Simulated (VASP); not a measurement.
Write the native input for VASP 6.6.1 that does the following.

```yaml
Task: single point
Functional: PBE
Potentials_or_basis: VASP PAW PBE potentials, release 64 (Be, Te)
Cutoff: 520 eV
k_mesh: 4 × 4 × 6
Occupations: gaussian, width 0.1 eV
Spin: no spin polarisation
Dipole_correction: no
Further_INCAR_settings: ALGO = Normal; EDIFF = 1e-06; NBANDS = 26
```

The structure of BeTe lies in POSCAR:

```
BeTe
1.0
    6.3890996900      0.0000000000      0.0000000000
    0.0000000000      6.3890996900      0.0000000000
    0.0000000000      0.0000000000      3.4878910400
Be Te
4 4
Direct
    0.6692432600      0.6692432600      0.5000000000
    0.1692432600      0.8307567400      0.2500000000
    0.3307567400      0.3307567400      0.0000000000
    0.8307567400      0.1692432600      0.7500000000
    0.8307567400      0.8307567400      0.0000000000
    0.3307567400      0.6692432600      0.7500000000
    0.1692432600      0.1692432600      0.5000000000
    0.6692432600      0.3307567400      0.2500000000
```

One way to write it, as run:

INCAR

```
SYSTEM = BeTe
ALGO = Normal ; EDIFF = 1E-6
ENCUT = 520 ; GGA = PE
ISIF = 2 ; ISMEAR = 0
LASPH = .TRUE. ; LCHARG = .FALSE.
LREAL = .FALSE. ; LWAVE = .FALSE.
NBANDS = 26 ; NELM = 100
PREC = Accurate ; SIGMA = 0.1
```

KPOINTS

```
k-points
0
G
  4 4 6
  0 0 0
```

Potentials or basis: VASP PAW PBE potentials, release 64 (Be, Te).

The run is started by

```sh
$ cat potpaw_PBE.64/Be/POTCAR potpaw_PBE.64/Te/POTCAR > POTCAR
$ mpirun -np 1 vasp_std > vasp.out
```

It gave:

The pressure is 22.9 GPa. The largest force is 0.358 eV/Å and the band gap on the k mesh is 0.39 eV, indirect (least direct gap 1.89 eV).

Caveat: spin-orbit coupling is left out, which moves the levels of the heavy elements.

Run time: 33 s on 1 thread of Intel(R) Xeon(R) 6975P-C (Granite Rapids), with other jobs on the host, peak memory 0.27 GiB.
